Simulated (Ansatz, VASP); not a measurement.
## Two plane-wave programs on SnO2

```
CELL_PARAMETERS angstrom
1.64710 0.95096 4.52494
-1.64710 0.95096 4.52494
0.00000 -1.90191 4.52494
ATOMIC_POSITIONS crystal
Sn 0.50000 0.50000 0.50000
O 0.24144 0.24144 0.24144
O 0.75856 0.75856 0.75856
```

Alike in both runs: task single point; functional PBEsol; k mesh 12 × 12 × 12; occupations gaussian, width 0.05 eV; no spin polarisation.

|  | VASP | Ansatz |
| --- | --- | --- |
| version | VASP 6.6.1 | Ansatz 0.2.0 |
| potentials or method | VASP PAW PBE potentials, release 64 (Sn_d, O), cutoff 520 eV | scalar-relativistic, plane waves, PAW |
| valence electrons in the cell | 26 | 26 |

|  | VASP | Ansatz | Ansatz less VASP |
| --- | --- | --- | --- |
| gap on the k mesh at the Fermi level (eV) | 1.26 | 1.28 | +0.018 |
| least direct gap on the mesh (eV) | 1.27 | 1.29 | +0.016 |
| pressure (GPa) | -10.2 | -10.7 | -0.53 |
| traceless stress, the component that is largest in VASP (GPa) | 3.82 | 4.22 | +0.392 |
| rms of the force components (eV/Å) | 0.321 | 0.344 | +0.0233 |

VASP's potentials were made for PBE, not for PBEsol, and Ansatz warns of the same on its side. Atom by atom the forces differ by 0.023 eV/Å (rms over components). The functional is the same, so the differences come from potentials, cutoffs and numerics.
